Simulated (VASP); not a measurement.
A run of VASP 6.6.1 is set up as follows.

The input INCAR:

```
SYSTEM = Al2BN3
  ALGO = Normal
  EDIFF = 1E-6
  EDIFFG = -0.01
  ENCUT = 600
  GGA = PE
  IBRION = 2
  ISIF = 3
  ISMEAR = 0
  LASPH = .True.
  LCHARG = .False.
  LREAL = .False.
  LWAVE = .False.
  NELM = 80
  NSW = 100
  PREC = Accurate
  SIGMA = 0.1
```

File KPOINTS:

```
k-points
0
Gamma
  12 12 16
  0 0 0
```

Contents of POSCAR:

```
Al2BN3
1.0
    5.3713388951      0.0000000000      0.0000000000
   -2.6856694475      4.6517159355      0.0000000000
    0.0000000000      0.0000000000      2.4848435826
Al B N
2 1 3
Direct
    0.3333333333      0.6666666667      0.0000000000
    0.6666666667      0.3333333333      0.0000000000
    0.0000000000      0.0000000000      0.0000000000
    0.5000000000      0.0000000000      0.5000000000
    0.0000000000      0.5000000000      0.5000000000
    0.5000000000      0.5000000000      0.5000000000
```

Potentials or basis: VASP PAW PBE potentials, release 64 (Al, B, N).

Command:

```sh
$ cat potpaw_PBE.64/Al/POTCAR potpaw_PBE.64/B/POTCAR potpaw_PBE.64/N/POTCAR > POTCAR
$ mpirun -np 1 vasp_std > vasp.out
```

**Question.** Estimate the space group after relaxing (to 0.05 Å).

**Answer.** P6/mmm (No. 191).

**Question.** Predict the band gap on the k mesh.

**Answer.** Zero (band 12 reaches 6.64 eV, above the bottom of band 13 at 5.18 eV).

Final structure:
```
Al B N
1.0
     5.09386    0.00000    0.00000
    -2.54693    4.41141    0.00000
     0.00000    0.00000    2.70336
Al B N
2 1 3
Direct
  0.33333 0.66667 0.00000
  0.66667 0.33333 0.00000
  0.00000 0.00000 0.00000
  0.50000 0.00000 0.50000
  0.00000 0.50000 0.50000
  0.50000 0.50000 0.50000
```
